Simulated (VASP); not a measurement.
# InSb (F-43m) in VASP: electric field gradients with PBEsol

Aim: the electric field gradients of InSb with PBEsol.

All numbers are computed with VASP 6.6.1; they aren't measurements. Logs are shortened: lines on timing, memory, paths and dates and some standing lists are left out, and cuts for length are marked.

### Step 1. The cell of the first run

Symmetry: F-43m, No. 216, cubic system. Conventional cell: a = 6.521 Å, b = 6.521 Å, c = 6.521 Å, α = 90.00°, β = 90.00°, γ = 90.00°. Within 3.7 Å of In (site symmetry -43m) lie 4 Sb at 2.82 Å. Within 3.7 Å of Sb (site symmetry -43m) lie 4 In at 2.82 Å.

### Step 2. Electric field gradients, PBEsol

INCAR reads:

```
SYSTEM = InSb
PREC = Accurate
ENCUT = 400
EDIFF = 1E-8
ISMEAR = -1
SIGMA = 0.05
LREAL = .False.
LASPH = .True.
NELM = 120
ALGO = Normal
ISIF = 2
LWAVE = .False.
LCHARG = .False.
GGA = PS
LEFG = .True.
NBANDS = 86
GGA_COMPAT = .False.
```

KPOINTS reads:

```
Automatic mesh
0
Gamma
  5 5 5
  0 0 0
```

POSCAR reads:

```
InSb
1.0
    0.0000000000      6.5206190394      6.5206190394
    6.5206190394      0.0000000000      6.5206190394
    6.5206190394      6.5206190394      0.0000000000
In Sb
8 8
Direct
    0.0000000000      0.0000000000      0.0000000000
    0.0000000000      0.0000000000      0.5000000000
    0.0000000000      0.5000000000      0.0000000000
    0.0000000000      0.5000000000      0.5000000000
    0.5000000000      0.0000000000      0.0000000000
    0.5000000000      0.0000000000      0.5000000000
    0.5000000000      0.5000000000      0.0000000000
    0.5000000000      0.5000000000      0.5000000000
    0.1250000000      0.1250000000      0.1250000000
    0.1250000000      0.1250000000      0.6250000000
    0.1250000000      0.6250000000      0.1250000000
    0.1250000000      0.6250000000      0.6250000000
    0.6250000000      0.1250000000      0.1250000000
    0.6250000000      0.1250000000      0.6250000000
    0.6250000000      0.6250000000      0.1250000000
    0.6250000000      0.6250000000      0.6250000000
```

Potentials or basis: VASP PAW PBE potentials, release 64 (In_d, Sb).

Started as:

```sh
> cat potpaw_PBE.64/In_d/POTCAR potpaw_PBE.64/Sb/POTCAR > POTCAR
> mpirun -np 1 vasp_std > vasp.out
```

OUTCAR:

```text
SYSTEM = InSb
   PREC = Accurate
   ENCUT = 400
   EDIFF = 1E-8
   ISMEAR = -1
   LREAL = .False.
   LASPH = .True.
   NELM = 120
   ISIF = 2
   GGA = PS

 ion  position               nearest neighbor table
   1  0.000  0.000  0.000-   9 2.82  10 2.82  11 2.82  13 2.82
   2  0.000  0.000  0.500-   9 2.82  10 2.82  12 2.82  14 2.82
   3  0.000  0.500  0.000-   9 2.82  11 2.82  12 2.82  15 2.82
   4  0.000  0.500  0.500-  10 2.82  11 2.82  12 2.82  16 2.82
   5  0.500  0.000  0.000-   9 2.82  13 2.82  14 2.82  15 2.82
   6  0.500  0.000  0.500-  10 2.82  13 2.82  14 2.82  16 2.82
[... 8 lines left out ...]
  15  0.625  0.625  0.125-   3 2.82   5 2.82   7 2.82   8 2.82
  16  0.625  0.625  0.625-   4 2.82   6 2.82   7 2.82   8 2.82
[... 6 lines left out ...]
 A1 = (   0.0000000000,   6.5206190394,   6.5206190394)
 A2 = (   6.5206190394,   0.0000000000,   6.5206190394)
 A3 = (   6.5206190394,   6.5206190394,   0.0000000000)

Analysis of symmetry for initial positions (statically):
=====================================================================
 Subroutine PRICEL returns following result:

  LATTYP: Found a face centered cubic cell.
 ALAT       =     6.5206190394

  Lattice vectors:

 A1 = (   0.0000000000,   3.2603095197,   3.2603095197)
 A2 = (   3.2603095197,   0.0000000000,   3.2603095197)
 A3 = (   3.2603095197,   3.2603095197,   0.0000000000)

   8 primitive cells build up your supercell.

 Routine SETGRP: Setting up the symmetry group for a
 face centered cubic supercell.

 Subroutine GETGRP returns: Found 24 space group operations
 (whereof 24 operations were pure point group operations)
 out of a pool of 48 trial point group operations.

The static configuration has the point symmetry T_d .

Analysis of symmetry for dynamics (positions and initial velocities):
=====================================================================
 Subroutine PRICEL returns following result:

  LATTYP: Found a face centered cubic cell.
 ALAT       =     6.5206190394

  Lattice vectors:

 A1 = (   0.0000000000,   3.2603095197,   3.2603095197)
 A2 = (   3.2603095197,   0.0000000000,   3.2603095197)
[... 1019 lines left out ...]
 [bands above 84 left out]

------------------------ aborting loop because EDIFF is reached ----------------------------------------

  FORCE on cell =-STRESS in cart. coord.  units (eV):
  Direction    XX          YY          ZZ          XY          YZ          ZX
  --------------------------------------------------------------------------------------
  -------------------------------------------------------------------------------------
  Total       -0.0960558     -0.0960558     -0.0960558      0.0000000      0.0000000      0.0000000
  in kB       -0.2775478     -0.2775478     -0.2775478      0.0000000      0.0000000      0.0000000
  external PRESSURE =      -0.2775478 kB  Pullay stress =       0.0000000 kB

 VOLUME and BASIS-vectors are now :
 -----------------------------------------------------------------------------
  energy-cutoff  :      400.00
  volume of cell :      554.49
      direct lattice vectors                 reciprocal lattice vectors
     0.000000000  6.520619039  6.520619039    -0.076679836  0.076679836  0.076679836
     6.520619039  0.000000000  6.520619039     0.076679836 -0.076679836  0.076679836
     6.520619039  6.520619039  0.000000000     0.076679836  0.076679836 -0.076679836

 POSITION                                       TOTAL-FORCE (eV/Angst)
 -----------------------------------------------------------------------------------
      0.00000      0.00000      0.00000         0.000000      0.000000      0.000000
      3.26031      3.26031      0.00000         0.000000      0.000000      0.000000
      3.26031      0.00000      3.26031        -0.000000      0.000000      0.000000
      6.52062      3.26031      3.26031        -0.000000     -0.000000     -0.000000
      0.00000      3.26031      3.26031        -0.000000      0.000000      0.000000
      3.26031      6.52062      3.26031        -0.000000      0.000000      0.000000
[... 8 lines left out ...]
      4.89046      4.89046      8.15077        -0.000000      0.000000     -0.000000
      8.15077      8.15077      8.15077         0.000000      0.000000     -0.000000
 -----------------------------------------------------------------------------------
    total drift:                                0.000004      0.000004      0.000004

  FREE ENERGIE OF THE ION-ELECTRON SYSTEM (eV)
  ---------------------------------------------------
  free  energy   TOTEN  =       -61.5976532880 eV

  energy  without entropy=      -61.5947412101  energy(sigma->0) =      -61.59619725

 Electric field gradients (V/A^2)
---------------------------------------------------------------------
 ion       V_xx      V_yy      V_zz      V_xy      V_xz      V_yz
---------------------------------------------------------------------
   1      -0.000     0.000    -0.000    -0.001    -0.001    -0.001
   2      -0.000     0.000    -0.000    -0.001    -0.001    -0.001
   3      -0.000     0.000    -0.000    -0.001    -0.001    -0.001
   4      -0.000     0.000    -0.000    -0.001    -0.001    -0.001
   5      -0.000     0.000    -0.000    -0.001    -0.001    -0.001
   6      -0.000     0.000    -0.000    -0.001    -0.001    -0.001
[... 8 lines left out ...]
  15       0.000     0.000    -0.000     0.000     0.000     0.000
  16      -0.000     0.000    -0.000     0.000     0.000     0.000
---------------------------------------------------------------------

 Electric field gradients after diagonalization (V/A^2)
 (convention: |V_zz| > |V_xx| > |V_yy|)
----------------------------------------------------------------------
 ion       V_xx      V_yy      V_zz     asymmetry (V_yy - V_xx)/ V_zz
----------------------------------------------------------------------
   1       0.001     0.001    -0.003       0.000
   2       0.001     0.001    -0.003       0.000
   3       0.001     0.001    -0.003       0.000
   4       0.001     0.001    -0.003       0.000
   5       0.001     0.001    -0.003       0.000
   6       0.001     0.001    -0.003       0.000
[... 8 lines left out ...]
  15      -0.000    -0.000     0.000       0.000
  16      -0.000    -0.000     0.000       0.000
----------------------------------------------------------------------

           NMR quadrupolar parameters

 Cq : quadrupolar parameter    Cq=e*Q*V_zz/h
 eta: asymmetry parameters     (V_yy - V_xx)/ V_zz
 Q  : nuclear electric quadrupole moment in mb (millibarn)
----------------------------------------------------------------------
 ion       Cq(MHz)       eta       Q (mb)
----------------------------------------------------------------------
   1      -0.000       0.000       1.000
   2      -0.000       0.000       1.000
   3      -0.000       0.000       1.000
   4      -0.000       0.000       1.000
   5      -0.000       0.000       1.000
   6      -0.000       0.000       1.000
[... 8 lines left out ...]
  15       0.000       0.000       1.000
  16       0.000       0.000       1.000
----------------------------------------------------------------------
```

OSZICAR:

```text
N       E                     dE             d eps       ncg     rms          rms(c)
DAV:   1     0.129104424027E+04    0.12910E+04   -0.51615E+04  1720   0.143E+03
DAV:   2     0.107454496878E+03   -0.11836E+04   -0.11486E+04  1800   0.400E+02
DAV:   3    -0.530861711883E+02   -0.16054E+03   -0.15529E+03  2000   0.177E+02
[... 10 lines left out ...]
DAV:  14    -0.615976529035E+02   -0.50770E-07   -0.36723E-06  2186   0.101E-02    0.416E-03
DAV:  15    -0.615976530892E+02   -0.18574E-06   -0.45610E-07  2152   0.406E-03    0.160E-03
DAV:  16    -0.615976532709E+02   -0.18168E-06   -0.43569E-08  1404   0.767E-04    0.533E-04
DAV:  17    -0.615976533137E+02   -0.42781E-07   -0.43855E-09  1022   0.411E-04    0.344E-04
DAV:  18    -0.615976532820E+02    0.31738E-07   -0.26333E-09  1016   0.442E-04    0.214E-04
DAV:  19    -0.615976532880E+02   -0.60081E-08   -0.10399E-09  1022   0.285E-04
   1 F= -.61597653E+02 E0= -.61596197E+02  d E =-.291208E-02
```

Wall time 6.8 min (1 thread of Intel Xeon 6975P-C (Granite Rapids), shared host); peak memory 0.61 GiB.

Results:

```
Free energy                             : -61.5977 eV
Pressure                                : 0.0 GPa
Band gap on the k mesh                  : zero (filled and empty bands touch)
Largest electric field gradient by atom : under 0.05 V/Å² on every atom
```

Levels at points of the mesh, in eV from the Fermi level:
```
           k point  band 70  band 71  band 72  band 73  band 74  band 75
(0.00, 0.00, 0.00)    -0.44    -0.07    -0.07    -0.07     0.37     0.37
```

Caveat: semilocal functionals underestimate gaps, and a narrow one can read as zero; the PAW data sets were made with another functional, which shifts forces and pressure a little; spin-orbit coupling is left out, which moves the levels of the heavy elements.
